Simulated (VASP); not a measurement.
SiO2: single point with LDA

SiO2:

```
Si O
1.0
     4.15515    0.00000    0.00000
     0.00000    4.15515    0.00000
     0.00000    0.00000    2.66131
Si O
2 4
Direct
  0.50000 0.50000 0.50000
  0.00000 0.00000 0.00000
  0.69443 0.69443 0.00000
  0.19443 0.80557 0.50000
  0.30557 0.30557 0.00000
  0.80557 0.19443 0.50000
```

| Item | Value |
| --- | --- |
| Program | VASP 6.6.1 |
| Task | single point |
| Functional | LDA |
| Potentials or basis | VASP PAW LDA potentials, release 64 (Si, O) |
| Cutoff | 520 eV |
| k mesh | 6 × 6 × 10 |
| Occupations | gaussian, width 0.05 eV |
| Spin | no spin polarisation |

| Property | Result |
| --- | --- |
| Pressure | 1.1 GPa |
| Largest force | 0.034 eV/Å |
| Band gap on the k mesh | 5.82 eV |

Forces on the atoms (eV/Å):
```
Si   0.000  0.000  0.000
Si   0.000  0.000  0.000
O    0.024  0.024  0.000
O    0.024 -0.024  0.000
O   -0.024 -0.024  0.000
O   -0.024  0.024  0.000
```

Stress tensor (GPa, compression positive):
```
0.74 0.00 0.00
0.00 0.74 0.00
0.00 0.00 1.72
```

Levels at points of the mesh, in eV from the valence-band top:
```tsv
k point	band 13	band 14	band 15	band 16	band 17	band 18	band 19	band 20
(0.00, 0.00, 0.00)	-2.56	-0.91	-0.91	0.00	5.82	6.44	8.37	8.37
(0.50, 0.00, 0.00)	-2.76	-2.76	-1.09	-1.09	7.75	7.75	8.92	8.92
(0.50, 0.50, 0.00)	-2.77	-2.77	-2.36	-2.36	7.40	7.40	9.94	9.94
(0.00, 0.00, 0.50)	-3.25	-3.25	-2.77	-2.77	9.06	9.06	12.50	12.50
(0.50, 0.00, 0.50)	-2.35	-2.35	-1.83	-1.83	8.71	8.71	9.86	9.86
(0.50, 0.50, 0.50)	-1.80	-1.80	-1.61	-1.61	7.17	7.17	10.87	10.87
```

It took 59 s on 1 thread of Intel Xeon 8259CL, with other jobs on the host, peak memory 0.17 GiB.

A k mesh can miss the band edges.
